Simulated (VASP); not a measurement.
Wanted: the native input for a VASP 6.6.1 run.

| Property | Result |
| --- | --- |
| Task | single point |
| Functional | PBE |
| Potentials or basis | VASP PAW PBE potentials, release 64 (Zn, Au) |
| Cutoff | 500 eV |
| k mesh | 16 × 16 × 16 |
| Occupations | gaussian, width 0.15 eV |
| Spin | no spin polarisation |
| Dipole correction | no |
| Further INCAR settings | ALGO = Normal; EDIFF = 1e-06; NBANDS = 18 |

The structure of ZnAu lies in POSCAR:

```
ZnAu
1.0
    3.1470000000      0.0000000000      0.0000000000
    0.0000000000      3.1470000000      0.0000000000
    0.0000000000      0.0000000000      3.1470000000
Zn Au
1 1
Direct
    0.4602796314      0.5000000000      0.5000000000
    0.0000000000      0.0000000000      0.0000000000
```

This cell differs from its parent crystal: all Zn atoms moved +0.125 Å, as atom 1 towards its neighbour atom 1 (Zn) at 3.147 Å.

These files were run (other wordings do the same):

INCAR

```
  ALGO = Normal
  EDIFF = 1E-6
  ENCUT = 500
  GGA = PE
  GGA_COMPAT = F
  ISIF = 2
  ISMEAR = 0
  LASPH = T
  LCHARG = T
  LELF = T
  LREAL = F
  LVHAR = T
  LWAVE = F
  NBANDS = 18
  NELM = 120
  PREC = Accurate
  SIGMA = 0.15
```

KPOINTS

```
k-points
0
Gamma
  16 16 16
```

Potentials or basis: VASP PAW PBE potentials, release 64 (Zn, Au).

The run is started by

```sh
$ cat potpaw_PBE.64/Zn/POTCAR potpaw_PBE.64/Au/POTCAR > POTCAR
$ mpirun -np 1 vasp_std > vasp.out
```

It gave:

* Pressure: 5.8 GPa
* Largest force: 0.477 eV/Å
* Band gap on the k mesh: zero (an odd number of electrons rules out a gap without spin polarisation)

Caveat: the cell differs from its parent crystal (all Zn atoms moved +0.125 Å, as atom 1 towards its neighbour atom 1 (Zn) at 3.147 Å); the cell stands under pressure; spin-orbit coupling is left out, which moves the levels of the heavy elements.

It took 2.3 min on 1 thread of Intel Xeon 8259CL (shared host), peak memory 0.34 GiB.
